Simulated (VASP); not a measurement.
Runs of VASP 6.6.1 on Cu. The structure is that of space group Fm-3m (No. 225), or close to it. The cells are those of the table. 

```tsv
cell	gap on the mesh (eV)	pressure (GPa)
a = 2.499, b = 2.499, c = 2.480 Å, angles 60.3, 60.3, 59.5°, 1 atom	none	(a)
a = 2.576, b = 2.576, c = 2.633 Å, angles 59.3, 59.3, 61.5°, 1 atom	none	-10.9
a = 2.595 Å, angles 60.0°, 1 atom	none	-11.2
a = 2.518, b = 2.518, c = 2.556 Å, angles 59.5, 59.5, 61.0°, 1 atom	none	-1.3
a = 2.538, b = 2.538, c = 2.595 Å, angles 59.3, 59.3, 61.5°, 1 atom	none	-5.6
a = 2.614, b = 2.614, c = 2.633 Å, angles 59.8, 59.8, 60.5°, 1 atom	none	-14.0
a = 2.595, b = 2.595, c = 2.633 Å, angles 59.5, 59.5, 61.0°, 1 atom	none	-12.6
a = 2.633 Å, angles 60.0°, 1 atom	none	(b)
a = 2.537, b = 2.537, c = 2.518 Å, angles 60.3, 60.3, 59.5°, 1 atom	none	-1.3
a = 2.518, b = 2.518, c = 2.480 Å, angles 60.5, 60.5, 59.0°, 1 atom	none	3.8
a = 2.575, b = 2.575, c = 2.595 Å, angles 59.8, 59.8, 60.5°, 1 atom	none	-9.5
a = 2.480 Å, angles 60.0°, 1 atom	none	(c)
```

Alike in all rows: task single point; level PBEsol; potentials or basis VASP PAW PBE potentials, release 64 (Cu); no spin polarisation; k mesh 22 × 22 × 22; cutoff (eV) 520; smearing gaussian 0.15 eV.

Problem. Fill in the values left out.

Solution. (a) 6.8; (b) -15.2; (c) 10.0.

Caveats: the PAW data sets were made with another functional, which shifts forces and pressure a little.

A gap of «none» marks levels without a gap at the run's occupations.
